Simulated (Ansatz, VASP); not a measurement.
**Two plane-wave programs on SrO**

The input POSCAR:

```
SrO
1.0
    0.0000000000      2.6982900000      2.5698000000
    2.6982900000      0.0000000000      2.5698000000
    2.6982900000      2.6982900000      0.0000000000
Sr O
1 1
Direct
    0.0000000000      0.0000000000      0.0000000000
    0.5000000000      0.5000000000      0.5000000000
```

INCAR.step1

```
SYSTEM = SrO
PREC = Accurate
ENCUT = 520
ISMEAR = 0
SIGMA = 0.05
LREAL = .FALSE.
LASPH = .TRUE.
NELM = 80
NBANDS = 15
GGA = PE
ALGO = Normal
EDIFF = 1E-4
LWAVE = .TRUE.
LCHARG = .FALSE.
```

File INCAR.step2:

```
SYSTEM = SrO
PREC = Accurate
ENCUT = 520
EDIFF = 1E-7
ISMEAR = 0
SIGMA = 0.05
LREAL = .FALSE.
LASPH = .TRUE.
NELM = 80
ALGO = Normal
ISIF = 2
LWAVE = .FALSE.
LCHARG = .FALSE.
METAGGA = R2SCAN
LMIXTAU = .TRUE.
NBANDS = 15
ISTART = 1
```

File KPOINTS:

```
regular mesh
0
G
  8 8 8
  0 0 0
```

Input for Ansatz:

```yaml
crystal:
  lattice:
    - [0.0, 2.69829, 2.5698]
    - [2.69829, 0.0, 2.5698]
    - [2.69829, 2.69829, 0.0]
  atoms:
    - { symbol: Sr, position: [0.0, 0.0, 0.0] }
    - { symbol: O, position: [0.5, 0.5, 0.5] }
basis:
  ecutwfc: 500
kpoints:
  mp_grid: { grid: [8, 8, 8] }
hamiltonian:
  xc: r2scan
scf:
  occupations: { method: gaussian, width: 0.05 }
output:
  forces: true
  stress: true
  eigenvalues: true
```

Change from the starting cell: strain +0.050 along x and y, +0.000 along z, atoms carried along.

Alike in both runs: task single point; functional r2SCAN; k mesh 8 × 8 × 8; occupations gaussian, width 0.05 eV; no spin polarisation.

|  | VASP | Ansatz |
| --- | --- | --- |
| version | VASP 6.6.1 | Ansatz 0.2.0 |
| potentials or method | VASP PAW PBE potentials, release 64 (Sr_sv, O), cutoff 520 eV | scalar-relativistic, plane waves, PAW |
| valence electrons in the cell | 16 | 16 |

|  | VASP | Ansatz | Ansatz less VASP |
| --- | --- | --- | --- |
| gap on the k mesh at the Fermi level (eV) | 3.56 | 3.61 | +0.046 |
| least direct gap on the mesh (eV) | 3.84 | 3.85 | +0.006 |
| pressure (GPa) | -5.9 | -6.2 | -0.37 |
| traceless stress, the component that is largest in VASP (GPa) | 3.02 | 2.85 | -0.170 |

VASP's potentials were made for PBE, not for r2SCAN.
